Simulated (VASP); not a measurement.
Runs of VASP 6.6.1 on Mg. The structure is that of space group Im-3m (No. 229), or close to it. The cells are those of the table. 

```csv
cell,k mesh,cutoff (eV),gap on the mesh (eV),pressure (GPa)
"a = 3.340 Å, angles 109.5°, 1 atom",16 × 16 × 16,600,none,-5.0
"a = 3.548 Å, angles 109.5°, 1 atom",14 × 14 × 14,520,none,-5.9
"a = 3.460 Å, angles 109.5°, 1 atom",6 × 6 × 6,600,none,-5.9
"a = 3.340 Å, angles 109.5°, 1 atom",6 × 6 × 6,600,none,(a)
"a = 3.543 Å, angles 109.5°, 1 atom",6 × 6 × 6,600,none,-5.9
```

Alike in all rows: task single point; level PBE; potentials or basis VASP PAW PBE potentials, release 64 (Mg); no spin polarisation; smearing gaussian 0.1 eV.

Estimate the missing entries.

(a) -5.1.

Caveats: some runs use coarse meshes.

A gap of «none» marks levels without a gap at the run's occupations.
